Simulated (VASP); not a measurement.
Set up this calculation in VASP 6.6.1, as the native input.

```yaml
Task: single point
Functional: PBE
Potentials_or_basis: VASP PAW PBE potentials, release 64 (Br)
Cutoff: 520 eV
k_mesh: 11 × 11 × 11
Occupations: fermi-dirac, width 0.08 eV
Spin: no spin polarisation
Dipole_correction: no
Further_INCAR_settings: ALGO = Normal; EDIFF = 1e-06; NBANDS = 14
```

The structure of Br lies in POSCAR:

```
Br
1.0
    0.0000000000      3.1860546546      3.1860546546
    3.1860546546      0.0000000000      3.1860546546
    3.1860546546      3.1860546546      0.0000000000
Br
2
Direct
   -0.1250000000     -0.1250000000     -0.1250000000
    0.1250000000      0.1250000000      0.1250000000
```

These files were run (other wordings do the same):

INCAR

```
SYSTEM = Br
PREC = Accurate
ENCUT = 520
EDIFF = 1E-6
ISMEAR = -1
SIGMA = 0.08
LREAL = .False.
LASPH = .True.
NELM = 100
ALGO = Normal
ISIF = 2
LWAVE = .False.
LCHARG = .True.
GGA = PE
LELF = .True.
LVHAR = .True.
NBANDS = 14
```

KPOINTS

```
Automatic mesh
0
Gamma
  11 11 11
  0 0 0
```

Potentials or basis: VASP PAW PBE potentials, release 64 (Br).

Run with:

```sh
$ cat potpaw_PBE.64/Br/POTCAR > POTCAR
$ mpirun -np 1 vasp_std > vasp.out
```

It gave:

The pressure is 8.7 GPa. The band gap on the k mesh is zero (bands 7 and 8 overlap by 2.06 eV).

Caveat: the cell stands under pressure.

Wall time 67 s on 1 thread of Intel Xeon 8259CL, on a shared host, peak memory 0.22 GiB.
